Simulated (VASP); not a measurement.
Ti3Se:

```
Se Ti
1.0
     3.21862    0.00000    0.00000
    -1.60931    2.78741    0.00000
     0.00000    0.00000    7.99535
Se Ti
1 3
Direct
  0.00000 0.00000 0.00000
  0.66667 0.33333 0.50000
  0.33333 0.66667 0.77290
  0.33333 0.66667 0.22710
```

This cell differs from its parent crystal: volume scaled by 1.02.

Base run:

```yaml
Program: VASP 6.6.1
Functional: PBEsol
Potentials_or_basis: VASP PAW PBE potentials, release 64 (Se, Ti_sv)
Cutoff: 520 eV
k_mesh: 10 × 10 × 4
Occupations: fermi-dirac, width 0.05 eV
Spin: no spin polarisation
```

Its results: band gap on the k mesh zero (band 21 reaches 8.11 eV, above the bottom of band 22 at 7.55 eV); pressure -6.3 GPa; largest force 0.127 eV/Å.

Question: The run is repeated on the same cell with these changes: functional from PBEsol to LDA; potentials or basis from VASP PAW PBE potentials, release 64 (Se, Ti_sv) to VASP PAW LDA potentials, release 64 (Se, Ti_sv). What comes out?

Answer: Band gap on the k mesh zero (band 21 reaches 8.04 eV, above the bottom of band 22 at 7.52 eV); pressure -9.6 GPa; largest force 0.141 eV/Å.

Caveats: the PAW data sets were made with another functional, which shifts forces and pressure a little (some runs).
